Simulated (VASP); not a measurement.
Crystal: HgTe (Coloradoite).

```
Hg Te
1.0
     0.00000    3.21450    3.21450
     3.21450    0.00000    3.21450
     3.21450    3.21450    0.00000
Hg Te
1 1
Direct
  0.00000 0.00000 0.00000
  0.75000 0.75000 0.75000
```

| Quantity | Value |
| --- | --- |
| Program | VASP 6.6.1 |
| Task | relaxation of cell and atoms |
| Functional | PBE |
| Dispersion | D4 |
| Potentials or basis | VASP PAW PBE potentials, release 64 (Hg, Te) |
| Cutoff | 600 eV |
| k mesh | 7 × 7 × 7 |
| Occupations | fermi-dirac, width 0.05 eV |
| Spin | no spin polarisation |

At the start: pressure 2.5 GPa; volume 33.22 Å³/atom.

**Question.** How do energy, volume and symmetry change on relaxing?

**Answer.** Over 3 steps the energy falls by 14.2 meV/atom and the volume is 35.09 Å³/atom (+5.6 %); space group F-43m (No. 216, to 0.05 Å).

Step by step:
```
step  energy change (eV)  largest force (eV/Å)  pressure (GPa)  volume (Å³)
   1              0.0000                0.0000            2.55        66.43
   2             -0.0247                0.0000           -0.78        71.64
   3             -0.0283                0.0000            0.00        70.18
```

Final structure:
```
Hg Te
1.0
     0.00000    3.27390    3.27390
     3.27390    0.00000    3.27390
     3.27390    3.27390    0.00000
Hg Te
1 1
Direct
  0.00000 0.00000 0.00000
  0.75000 0.75000 0.75000
```

Caveat: pairwise dispersion overbinds metals, which lowers pressure and volume.
